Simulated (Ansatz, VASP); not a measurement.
**One calculation of Co, two programs**

POSCAR

```
Co
1.0
    2.5074000000      0.0000000000      0.0000000000
   -1.2537000000      2.1714720974      0.0000000000
    0.0000000000      0.0000000000      4.0699000000
Co
2
Direct
    0.3333333333      0.6666666667      0.2500000000
    0.6666666667      0.3333333333      0.7500000000
```

Contents of INCAR.step1:

```
SYSTEM = Co
  PREC = Accurate
  ENCUT = 520
  ISMEAR = 0
  SIGMA = 0.05
  LREAL = .FALSE.
  LASPH = .TRUE.
  NELM = 150
  ISPIN = 2
  MAGMOM = 2.08 2.08
  LMAXMIX = 4
  NBANDS = 20
  GGA = PE
  ALGO = Normal
  EDIFF = 1E-4
  LWAVE = .TRUE.
  LCHARG = .FALSE.
```

Contents of INCAR.step2:

```
SYSTEM = Co
  PREC = Accurate
  ENCUT = 520
  EDIFF = 1E-8
  ISMEAR = 0
  SIGMA = 0.05
  LREAL = .FALSE.
  LASPH = .TRUE.
  NELM = 150
  ALGO = Normal
  ISIF = 2
  LWAVE = .FALSE.
  LCHARG = .FALSE.
  ISPIN = 2
  MAGMOM = 2.08 2.08
  LORBIT = 11
  LMAXMIX = 4
  METAGGA = R2SCAN
  LMIXTAU = .TRUE.
  LEFG = .TRUE.
  NBANDS = 20
  ISTART = 1
```

File KPOINTS:

```
regular mesh
0
G
  20 20 12
  0 0 0
```

Input for Ansatz:

```yaml
crystal:
  lattice:
    - [2.5074, 0.0, 0.0]
    - [-1.2537, 2.1714720974, 0.0]
    - [0.0, 0.0, 4.0699]
  atoms:
    - { symbol: Co, position: [0.3333333333, 0.6666666667, 0.25], spin: 2.08 }
    - { symbol: Co, position: [0.6666666667, 0.3333333333, 0.75], spin: 2.08 }
basis:
  ecutwfc: 500
  ecutrho_ratio: 4
kpoints:
  mp_grid: { grid: [20, 20, 12] }
hamiltonian:
  xc: r2scan
scf:
  occupations: { method: gaussian, width: 0.05 }
output:
  forces: true
  stress: true
  eigenvalues: true
  populations: true
  efg: { contact_densities: true, quadrupole_moments_barn: { Co: 0.42 } }
magnetization:
  spin_polarized: true
```

Alike in both runs: task electric field gradients; functional r2SCAN; k mesh 20 × 20 × 12; occupations gaussian, width 0.05 eV; collinear spin.

|  | VASP | Ansatz |
| --- | --- | --- |
| version | VASP 6.6.1 | Ansatz 0.2.0 |
| potentials or method | VASP PAW PBE potentials, release 64 (Co), cutoff 520 eV | scalar-relativistic, plane waves, PAW |
| valence electrons in the cell | 18 | 34 |

Ansatz gave:

| Property | Result |
| --- | --- |
| gap on the k mesh at the Fermi level (eV) | none |
| pressure (GPa) | -8.7 |
| traceless stress, the component that is largest in VASP (GPa) | 0.39 |
| net moment per atom (μB) | 1.78 |
| size of the moment on the site where the two differ most (μB) | 1.93 |
| size of Vzz on the site where it differs most (V/Å²) | 1.5 |

Problem. What did VASP give for the same quantities?

Solution. gap on the k mesh at the Fermi level (eV): none; pressure (GPa): -8.8; traceless stress, the component that is largest in VASP (GPa): 0.25; net moment per atom (μB): 1.77; size of the moment on the site where the two differ most (μB): 1.84; size of Vzz on the site where it differs most (V/Å²): 2.2.

VASP's potentials were made for PBE, not for r2SCAN. Site moments also hang on the region over which each program counts them. A gap of «none» marks a metal or a gap that the smearing closes. VASP's potentials hold 18 valence electrons a cell and Ansatz's 34, so a difference there can come from the potentials and not from the codes. Ansatz's warnings: stability check not made.
